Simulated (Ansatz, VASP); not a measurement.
## Two plane-wave programs on Cu

Contents of INCAR:

```
SYSTEM = Cu
PREC     = Accurate       ! precision mode
ENCUT    = 520            ! plane-wave cutoff, eV
EDIFF    = 1E-6           ! SCF threshold, eV
ISMEAR   = 0              ! smearing method
SIGMA    = 0.15           ! smearing width, eV
LREAL    = .False.        ! projectors in reciprocal space
LASPH    = .True.         ! aspherical terms in the spheres
NELM     = 60             ! most SCF steps
ALGO     = Fast           ! electronic algorithm
ISIF     = 2              ! what is computed and relaxed
LWAVE    = .False.        ! write WAVECAR
LCHARG   = .False.        ! write CHGCAR
GGA      = PE             ! functional
NBANDS   = 18             ! bands
```

Contents of KPOINTS:

```
regular mesh
0
Gamma
  18 18 14
  0 0 0
```

Contents of POSCAR:

```
Cu
1.0
    0.0000000000     -1.8075000000     -1.8075000000
    0.0000000000      1.8075000000     -1.8075000000
    3.6150000000      0.0000000000      0.0000000000
Cu
2
Direct
    0.6026918562      0.5000000000      0.5000000000
   -0.1026918562      0.0000000000      0.0000000000
```

Input for Ansatz:

```yaml
crystal:
  lattice:
    - [0.0, -1.8075, -1.8075]
    - [0.0, 1.8075, -1.8075]
    - [3.615, 0.0, 0.0]
  atoms:
    - { symbol: Cu, position: [0.6026918562, 0.5, 0.5] }
    - { symbol: Cu, position: [-0.1026918562, 0.0, 0.0] }
basis:
  ecutwfc: 420
kpoints:
  mp_grid: { grid: [18, 18, 14] }
hamiltonian:
  xc: pbe
scf:
  occupations: { method: gaussian, width: 0.15 }
output:
  forces: true
  stress: true
  eigenvalues: true
  write_density: true
  write_potential: true
  elf: true
  volumetric_format: npy
```

Change from the starting cell: mode 4 (172.9 1/cm) frozen in, largest displacement +0.263 Å.

Alike in both runs: task single point; functional PBE; k mesh 18 × 18 × 14; occupations gaussian, width 0.15 eV; no spin polarisation.

|  | VASP | Ansatz |
| --- | --- | --- |
| version | VASP 6.6.1 | Ansatz 0.2.0 |
| potentials or method | VASP PAW PBE potentials, release 64 (Cu), cutoff 520 eV | scalar-relativistic, plane waves, PAW |
| valence electrons in the cell | 22 | 38 |

Ansatz gave:

- gap on the k mesh at the Fermi level (eV): none
- pressure (GPa): 11.0
- traceless stress, the component that is largest in VASP (GPa): 11.41
- rms of the force components (eV/Å): 0.838

**Question.** Which values does VASP return?

**Answer.** gap on the k mesh at the Fermi level (eV): none; pressure (GPa): 11.6; traceless stress, the component that is largest in VASP (GPa): 11.44; rms of the force components (eV/Å): 0.839.

Atom by atom the forces differ by 0.001 eV/Å (rms over components). A gap of «none» marks a metal or a gap that the smearing closes. VASP's potentials hold 22 valence electrons a cell and Ansatz's 38, so a difference there can come from the potentials and not from the codes.
